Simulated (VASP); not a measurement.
Write the native input for VASP 6.6.1 that does the following.

```
Task                   : relaxation of shape and atoms at fixed volume
Functional             : PBE
Potentials or basis    : VASP PAW PBE potentials, release 64 (Si, O)
Cutoff                 : 600 eV
k mesh                 : 6 × 6 × 6
Occupations            : gaussian, width 0.02 eV
Spin                   : no spin polarisation
Dipole correction      : no
Further INCAR settings : ALGO = Normal; EDIFF = 1e-06; IBRION = 2; EDIFFG = -0.01; NSW = 50; ISIF = 4
```

The structure of SiO2 lies in POSCAR:

```
SiO2
1.0
   -2.6102881079      2.6102881079      3.7625569704
    2.6102881079     -2.6102881079      3.7625569704
    2.6102881079      2.6102881079     -3.7625569704
Si O
2 4
Direct
    0.0000000000      0.0000000000      0.0000000000
    0.7500000000      0.2500000000      0.5000000000
    0.9419575887      0.6250000000      0.8169575887
    0.3750000000      0.1919575887      0.3169575887
    0.8080424113      0.1250000000      0.1830424113
    0.8750000000      0.0580424113      0.6830424113
```

One way to write it, as run:

INCAR

```
PREC = Accurate ; ENCUT = 600
EDIFF = 1E-6 ; ISMEAR = 0
SIGMA = 0.02 ; LREAL = False
LASPH = True ; NELM = 80
ALGO = Normal ; ISIF = 4
LWAVE = False ; LCHARG = False
GGA = PE ; IBRION = 2
NSW = 50 ; EDIFFG = -0.01
```

KPOINTS

```
Automatic mesh
0
Gamma
  6 6 6
```

Potentials or basis: VASP PAW PBE potentials, release 64 (Si, O).

Launch:

```bash
$ cat potpaw_PBE.64/Si/POTCAR potpaw_PBE.64/O/POTCAR > POTCAR
$ mpirun -np 1 vasp_std > vasp.out
```

Results of the run:

```json
{
  "Energy gained by relaxing": "8.9 meV/atom",
  "Ionic steps": "8",
  "Pressure after relaxing": "-2.2 GPa",
  "Largest force after relaxing": "0.005 eV/Å",
  "Band gap on the k mesh": "5.40 eV"
}
```

Wall time 3.5 min on 1 thread of AMD EPYC 9R45 (Zen 5) (shared host), peak memory 0.25 GiB.
